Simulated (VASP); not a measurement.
# Se (Im-3m) in VASP: further runs

Se is run at these levels: r2SCAN; tasks: single point.

Everything below comes from runs of VASP 6.6.1. Logs are shortened: lines on timing, memory, paths and dates and some standing lists are left out, and cuts for length are marked.

**1. The cell of the first run**

Symmetry: Im-3m, No. 229, cubic system. Conventional cell: a = 3.434 Å, b = 3.434 Å, c = 3.434 Å, α = 90.00°, β = 90.00°, γ = 90.00°. Within 3.9 Å of Se (site symmetry m-3m) lie 14 Se at 2.97 to 3.43 Å.

**2. Single point, r2SCAN**

POSCAR reads:

```
Se
1.0
   -1.7171672348      1.7171672348      1.7171672348
    1.7171672348     -1.7171672348      1.7171672348
    1.7171672348      1.7171672348     -1.7171672348
Se
1
Direct
    0.0000000000      0.0000000000      0.0000000000
```

INCAR.step1 reads:

```
PREC = Accurate ; ENCUT = 520
ISMEAR = -1 ; SIGMA = 0.1
LREAL = F ; LASPH = T
NELM = 60 ; NBANDS = 9
GGA = PE ; ALGO = Normal
EDIFF = 1E-4 ; LWAVE = T
LCHARG = F
```

INCAR.step2 reads:

```
PREC = Accurate ; ENCUT = 520
EDIFF = 1E-6 ; ISMEAR = -1
SIGMA = 0.1 ; LREAL = F
LASPH = T ; NELM = 60
ALGO = Normal ; ISIF = 2
LWAVE = F ; LCHARG = F
METAGGA = R2SCAN ; LMIXTAU = T
NBANDS = 9 ; ISTART = 1
```

KPOINTS reads:

```
Automatic mesh
0
Gamma
  13 13 13
```

Potentials or basis: VASP PAW PBE potentials, release 64 (Se).

Run with:

```sh
cat potpaw_PBE.64/Se/POTCAR > POTCAR
cp INCAR.step1 INCAR
mpirun -np 1 vasp_std > vasp.out
cp INCAR.step2 INCAR
mpirun -np 1 vasp_std > vasp.out
```

OUTCAR:

```text
PREC = Accurate
   ENCUT = 520
   EDIFF = 1E-6
   ISMEAR = -1
   LREAL = F
   LASPH = T
   NELM = 60
   ISIF = 2
   METAGGA = R2SCAN
   ISTART = 1

 ion  position               nearest neighbor table
   1  0.000  0.000  0.000-

  LATTYP: Found a body centered cubic cell.
 ALAT       =     3.4343344696

  Lattice vectors:

 A1 = (  -1.7171672348,   1.7171672348,   1.7171672348)
 A2 = (   1.7171672348,  -1.7171672348,   1.7171672348)
 A3 = (   1.7171672348,   1.7171672348,  -1.7171672348)

Analysis of symmetry for initial positions (statically):
=====================================================================
 Subroutine PRICEL returns:
 Original cell was already a primitive cell.

 Routine SETGRP: Setting up the symmetry group for a
 body centered cubic supercell.

 Subroutine GETGRP returns: Found 48 space group operations
 (whereof 48 operations were pure point group operations)
 out of a pool of 48 trial point group operations.

The static configuration has the point symmetry O_h .

Analysis of symmetry for dynamics (positions and initial velocities):
=====================================================================
 Subroutine PRICEL returns:
 Original cell was already a primitive cell.

 Routine SETGRP: Setting up the symmetry group for a
 body centered cubic supercell.

 Subroutine GETGRP returns: Found 48 space group operations
 (whereof 48 operations were pure point group operations)
 out of a pool of 48 trial point group operations.

The dynamic configuration has the point symmetry O_h .

 Subroutine INISYM returns: Found 48 space group operations
 (whereof 48 operations are pure point group operations),
 and found     1 'primitive' translations

----------------------------------------------------------------------------------------

                                     Primitive cell

  volume of cell :      20.2534

  direct lattice vectors                    reciprocal lattice vectors
    -1.717167235  1.717167235  1.717167235     0.000000000  0.291177231  0.291177231
     1.717167235 -1.717167235  1.717167235     0.291177231  0.000000000  0.291177231
     1.717167235  1.717167235 -1.717167235     0.291177231  0.291177231  0.000000000

  length of vectors
     2.974220896  2.974220896  2.974220896     0.411786789  0.411786789  0.411786789

  position of ions in fractional coordinates (direct lattice)
     0.000000000  0.000000000  0.000000000

  ion indices of the primitive-cell ions
   primitive index   ion index
                 1           1

----------------------------------------------------------------------------------------

 KPOINTS: Automatic mesh

Automatic generation of k-mesh.
 Grid dimensions read from file:
 generate k-points for:   13   13   13

 Generating k-lattice:

  Cartesian coordinates                     Fractional coordinates (reciprocal lattice)
     0.000000000  0.022398249  0.022398249     0.076923077  0.000000000  0.000000000
     0.022398249  0.000000000  0.022398249     0.000000000  0.076923077  0.000000000
     0.022398249  0.022398249  0.000000000     0.000000000  0.000000000  0.076923077

  Length of vectors
     0.031675907  0.031675907  0.031675907

  Shift w.r.t. Gamma in fractional coordinates (k-lattice)
     0.000000000  0.000000000  0.000000000

 Subroutine IBZKPT returns following result:
 ===========================================

 Found     84 irreducible k-points:

 Following reciprocal coordinates:
            Coordinates               Weight
  0.000000  0.000000  0.000000      1.000000
  0.076923  0.000000  0.000000     12.000000
  0.153846  0.000000  0.000000     12.000000
  0.230769  0.000000  0.000000     12.000000
  0.307692  0.000000  0.000000     12.000000
  0.384615  0.000000  0.000000     12.000000
[... 16 lines left out ...]
  0.153846  0.076923  0.076923     24.000000
  0.230769  0.076923  0.076923     24.000000
 [... further k-points ...]
   k-points           NKPTS =     84   k-points in BZ     NKDIM =     84   number of bands    NBANDS=      9
   number of dos      NEDOS =    301   number of ions     NIONS =      1
   total plane-waves  NPLWV =  13824
   dimension x,y,z NGX =    24 NGY =   24 NGZ =   24
   dimension x,y,z NGXF=    48 NGYF=   48 NGZF=   48
   ions per type =               1
   NGX,Y,Z   is equivalent  to a cutoff of  13.41, 13.41, 13.41 a.u.
   NGXF,Y,Z  is equivalent  to a cutoff of  26.83, 26.83, 26.83 a.u.
 SYSTEM =  unknown system
   PREC   = accura    normal or accurate (medium, high low for compatibility)
   ISTART =      1    job   : 0-new  1-cont  2-samecut
   ICHARG =      0    charge: 1-file 2-atom 10-const
   ISPIN  =      1    spin polarized calculation?
   LNONCOLLINEAR =      F non collinear calculations
   LSORBIT =      F    spin-orbit coupling
   LASPH  =      T    aspherical Exc in radial PAW
   ENCUT  =  520.0 eV  38.22 Ry    6.18 a.u.   5.53  5.53  5.53*2*pi/ulx,y,z
   NELM   =     60;   NELMIN=  2; NELMDL=  0     # of ELM steps
   EDIFF  = 0.1E-05   stopping-criterion for ELM
   LREAL  =      F    real-space projection
   EDIFFG = 0.1E-04   stopping-criterion for IOM
   NSW    =      0    number of steps for IOM
   IBRION =     -1    ionic relax: 0-MD 1-quasi-New 2-CG
   NFREE  =      0    steps in history (QN), initial steepest desc. (CG)
   ISIF   =      2    stress and relaxation
   ISYM   =      2    0-nonsym 1-usesym 2-fastsym
   POTIM  = 0.5000    time-step for ionic-motion
   TEBEG  =    0.0;   TEEND  =   0.0 temperature during run
   PSTRESS=    0.0 pullay stress
   NELECT =       6.0000    total number of electrons
   NUPDOWN=      -1.0000    fix difference up-down
   EMIN   =  10.00;   EMAX   =-10.00  energy-range for DOS
   EFERMI =   0.00;   METHOD = LEGACY
   ISMEAR =    -1;   SIGMA  =   0.10  broadening in eV -4-tet -1-fermi 0-gaus
   EFERMI_NEDOS =   21; number of points for ismear=-14 and -15
   IALGO  =     38    algorithm
   IMIX   =      4    mixing-type and parameters
     AMIX     =   0.40;   BMIX     =  1.00
     AMIX_MAG =   1.60;   BMIX_MAG =  1.00
  volume/ion in A,a.u.               =      20.25       136.68
  Fermi-wavevector in a.u.,A,eV,Ry     =   1.091338  2.062330 16.204796  1.191019
  Thomas-Fermi vector in A             =   2.227581
   LORBIT       =      0    0 simple, 1 ext, 2 COOP (PROOUT), +10 PAW based schemes
   METAGGA = R2SCAN    functional components
   LHFCALC =     F    Hartree Fock is set to
   AEXX    =    0.0000 exact exchange contribution
   IVDW    =     0    specifies the selected vdW correction
   LEPSILON=     F    determine dielectric tensor
   LRPA    =     F    only Hartree local field effects (RPA)
 non-spin polarized calculation
  energy-cutoff  :      520.00
  volume of cell :       20.25
 maximum number of plane-waves:       559
 NGX is ok and might be reduce to    24
   NGX = 11   NGY = 11   NGZ = 11

 number of electron       5.9999999 magnetization

 Free energy of the ion-electron system (eV)
  ---------------------------------------------------
  ext. energy  EPLUGINS =         0.00000000
  ---------------------------------------------------
  free energy    TOTEN  =       -13.61060666 eV

  energy without entropy =      -13.59078369  energy(sigma->0) =      -13.60069517

 E-fermi :   5.3496     XC(G=0): -11.1197

 val. band max:        5.3198548361   @ k =   0.2308   0.2308   0.0769
 cond. band min:       5.3657459564   @ k =  -0.2308   0.3077   0.0769
 fundamental gap:      0.0458911203
 Fermi energy:         5.3495848615

 k-point     1 :       0.0000    0.0000    0.0000
  band No.  band energies     occupation
      1     -11.4903      2.00000
      2       8.4292      0.00000
      3       8.4292      0.00000
      4       8.4292      0.00000
      5      17.8444      0.00000
      6      18.2688      0.00000
      7      18.2688      0.00000
      8      18.2688      0.00000
      9      21.7137      0.00000

 k-point     2 :       0.0769    0.0000    0.0000
  band No.  band energies     occupation
      1     -11.3597      2.00000
      2       7.6492      0.00000
      3       8.1533      0.00000
      4       8.3847      0.00000
      5      17.7582      0.00000
      6      17.7782      0.00000
      7      18.7194      0.00000
      8      18.8313      0.00000
      9      20.7159      0.00000

 k-point     3 :       0.1538    0.0000    0.0000
  band No.  band energies     occupation
      1     -10.9734      2.00000
      2       5.8350      0.01548
      3       7.4921      0.00000
      4       8.2591      0.00000
      5      16.5405      0.00000
      6      16.7922      0.00000
      7      20.0556      0.00000
      8      20.3502      0.00000
      9      20.9346      0.00000

 k-point     4 :       0.2308    0.0000    0.0000
  band No.  band energies     occupation
      1     -10.3508      2.00000
      2       3.6790      2.00000
      3       6.7296      0.00000
      4       8.0776      0.00000
      5      15.1862      0.00000
      6      15.8149      0.00000
      7      20.7338      0.00000
      8      20.9565      0.00000
      9      22.5363      0.00000

 k-point     5 :       0.3077    0.0000    0.0000
  band No.  band energies     occupation
      1      -9.5397      2.00000
      2       1.5612      2.00000
      3       6.0557      0.00171
      4       7.8812      0.00000
      5      14.1145      0.00000
      6      15.0244      0.00000
      7      21.4436      0.00000
      8      21.6313      0.00000
      9      25.2006      0.00000

 k-point     6 :       0.3846    0.0000    0.0000
  band No.  band energies     occupation
      1      -8.6573      2.00000
      2      -0.2501      2.00000
      3       5.5686      0.20127
      4       7.7170      0.00000
      5      13.3972      0.00000
      6      14.4799      0.00000
      7      22.3667      0.00000
      8      22.7597      0.00000
      9      26.6398      0.00000
[... 169 lines left out ...]
 k-point    21 :       0.3077    0.3077    0.0000
  band No.  band energies     occupation
      1      -7.3251      2.00000
      2      -0.0349      2.00000
      3       1.0274      2.00000
      4       6.3939      0.00006
      5      15.1475      0.00000
      6      18.4413      0.00000
      7      19.8972      0.00000
      8      24.0095      0.00000
      9      25.5712      0.00000

 k-point    22 :       0.0769    0.0769    0.0769
  band No.  band energies     occupation
      1     -10.7218      2.00000
      2       4.9388      1.96764
      3       7.5094      0.00000
      4       7.5094      0.00000
      5      16.7502      0.00000
      6      16.7502      0.00000
      7      18.8007      0.00000
      8      21.1276      0.00000
      9      21.1276      0.00000

 k-point    23 :       0.1538    0.0769    0.0769
  band No.  band energies     occupation
      1     -10.1127      2.00000
      2       3.2680      2.00000
      3       6.3506      0.00009
      4       7.1530      0.00000
      5      16.2679      0.00000
      6      16.2737      0.00000
      7      19.9536      0.00000
      8      21.4810      0.00000
      9      21.6983      0.00000

 k-point    24 :       0.2308    0.0769    0.0769
  band No.  band energies     occupation
      1      -9.3244      2.00000
      2       1.5121      2.00000
      3       5.2994      1.24564
      4       6.7946      0.00000
      5      15.5842      0.00000
      6      15.9355      0.00000
      7      21.6419      0.00000
      8      22.1704      0.00000
      9      22.7299      0.00000

 [... further k-points ...]
[... 5 lines left out ...]
  --------------------------------------------------------------------------------------
  -------------------------------------------------------------------------------------
  Total       -0.0133295     -0.0133295     -0.0133295     -0.0000000      0.0000000     -0.0000000
  in kB       -1.0544505     -1.0544505     -1.0544505     -0.0000000      0.0000000     -0.0000000
  external PRESSURE =      -1.0544505 kB  Pullay stress =       0.0000000 kB

 VOLUME and BASIS-vectors are now :
 -----------------------------------------------------------------------------
  energy-cutoff  :      520.00
  volume of cell :       20.25
      direct lattice vectors                 reciprocal lattice vectors
    -1.717167235  1.717167235  1.717167235     0.000000000  0.291177231  0.291177231
     1.717167235 -1.717167235  1.717167235     0.291177231  0.000000000  0.291177231
     1.717167235  1.717167235 -1.717167235     0.291177231  0.291177231  0.000000000

 POSITION                                       TOTAL-FORCE (eV/Angst)
 -----------------------------------------------------------------------------------
      0.00000      0.00000      0.00000        -0.000000      0.000000     -0.000000
 -----------------------------------------------------------------------------------
    total drift:                                0.000000     -0.000000      0.000000

  FREE ENERGIE OF THE ION-ELECTRON SYSTEM (eV)
  ---------------------------------------------------
  free  energy   TOTEN  =       -13.6106066584 eV

  energy  without entropy=      -13.5907836877  energy(sigma->0) =      -13.60069517
```

It took 31 s on 1 thread of Intel Xeon 6975P-C, shared host; peak memory 0.15 GiB.

What came out:

| Quantity | Value |
| --- | --- |
| Free energy | -13.6106 eV |
| Pressure | -0.1 GPa |
| Band gap on the k mesh | zero (band 3 reaches 8.43 eV, above the bottom of band 4 at 1.95 eV) |

Caveat: the PAW data sets were made with another functional, which shifts forces and pressure a little.

**3. Single point, r2SCAN (volume scaled by 0.88)**

POSCAR reads:

```
Se
1.0
   -1.6455338373      1.6455338373      1.6455338373
    1.6455338373     -1.6455338373      1.6455338373
    1.6455338373      1.6455338373     -1.6455338373
Se
1
Direct
    0.0000000000      0.0000000000      0.0000000000
```

INCAR.step1 reads:

```
SYSTEM = Se
  ALGO = Normal
  EDIFF = 1E-4
  ENCUT = 520
  GGA = PE
  ISMEAR = -1
  LASPH = .True.
  LCHARG = .False.
  LREAL = .False.
  LWAVE = .True.
  NBANDS = 9
  NELM = 100
  PREC = Accurate
  SIGMA = 0.1
```

INCAR.step2 reads:

```
SYSTEM = Se
  ALGO = Normal
  EDIFF = 1E-6
  ENCUT = 520
  ISIF = 2
  ISMEAR = -1
  ISTART = 1
  LASPH = .True.
  LCHARG = .False.
  LMIXTAU = .True.
  LREAL = .False.
  LWAVE = .False.
  METAGGA = R2SCAN
  NBANDS = 9
  NELM = 100
  PREC = Accurate
  SIGMA = 0.1
```

KPOINTS reads:

```
k-points
0
Gamma
  15 15 15
  0 0 0
```

Potentials or basis: VASP PAW PBE potentials, release 64 (Se).

Run with:

```sh
cat potpaw_PBE.64/Se/POTCAR > POTCAR
cp INCAR.step1 INCAR
mpirun -np 1 vasp_std > vasp.out
cp INCAR.step2 INCAR
mpirun -np 1 vasp_std > vasp.out
```

Run time: 44 s. Hardware: 1 thread of Intel Xeon 6975P-C, shared host; peak memory 0.15 GiB.

Results (log left out):

| Quantity | Value |
| --- | --- |
| Free energy | -13.5043 eV |
| Pressure | 13.3 GPa |
| Band gap on the k mesh | zero (band 3 reaches 10.86 eV, above the bottom of band 4 at 3.06 eV) |

Levels at points of the mesh, in eV from the Fermi level:
```tsv
k point	band 1	band 2	band 3	band 4	band 5	band 6	band 7
(0.00, 0.00, 0.00)	-18.13	3.84	3.84	3.84	13.21	13.21	13.21
```

Caveat: the PAW data sets were made with another functional, which shifts forces and pressure a little.

**4. Single point, r2SCAN (volume scaled by 0.92)**

POSCAR reads:

```
Se
1.0
   -1.6700976653      1.6700976653      1.6700976653
    1.6700976653     -1.6700976653      1.6700976653
    1.6700976653      1.6700976653     -1.6700976653
Se
1
Direct
    0.0000000000      0.0000000000      0.0000000000
```

INCAR.step1 reads:

```
PREC = Accurate ; ENCUT = 520
ISMEAR = -1 ; SIGMA = 0.1
LREAL = False ; LASPH = True
NELM = 100 ; NBANDS = 9
GGA = PE ; ALGO = Normal
EDIFF = 1E-4 ; LWAVE = True
LCHARG = False
```

INCAR.step2 reads:

```
PREC = Accurate ; ENCUT = 520
EDIFF = 1E-6 ; ISMEAR = -1
SIGMA = 0.1 ; LREAL = False
LASPH = True ; NELM = 100
ALGO = Normal ; ISIF = 2
LWAVE = False ; LCHARG = False
METAGGA = R2SCAN ; LMIXTAU = True
NBANDS = 9 ; ISTART = 1
```

KPOINTS reads:

```
Automatic mesh
0
Gamma
  15 15 15
```

Run with:

```sh
cat potpaw_PBE.64/Se/POTCAR > POTCAR
cp INCAR.step1 INCAR
mpirun -np 1 vasp_std > vasp.out
cp INCAR.step2 INCAR
mpirun -np 1 vasp_std > vasp.out
```

It took 45 s on 1 thread of Intel Xeon 6975P-C, shared host; peak memory 0.16 GiB.

The run converged. Its results:

```
Free energy            : -13.5577 eV
Pressure               : 8.0 GPa
Band gap on the k mesh : zero (band 3 reaches 9.98 eV, above the bottom of band 4 at 2.65 eV)
```

Levels at points of the mesh, in eV from the Fermi level:
```tsv
k point	band 1	band 2	band 3	band 4	band 5	band 6
(0.00, 0.00, 0.00)	-17.64	3.58	3.58	3.58	13.12	13.12
```

Caveat: the PAW data sets were made with another functional, which shifts forces and pressure a little.

**5. Overview**

```tsv
cell	k mesh	gap on the mesh (eV)	pressure (GPa)
a = 2.974 Å, angles 109.5°, 1 atom	13 × 13 × 13	none	-0.1
a = 2.850 Å, angles 109.5°, 1 atom	15 × 15 × 15	none	13.3
a = 2.893 Å, angles 109.5°, 1 atom	15 × 15 × 15	none	8.0
```

Alike in all rows: task single point; level r2SCAN; potentials or basis VASP PAW PBE potentials, release 64 (Se); no spin polarisation; cutoff (eV) 520; smearing fermi-dirac 0.1 eV.

Caveats: the PAW data sets were made with another functional, which shifts forces and pressure a little.

Absolute energies hang on the potentials; compare differences alone.
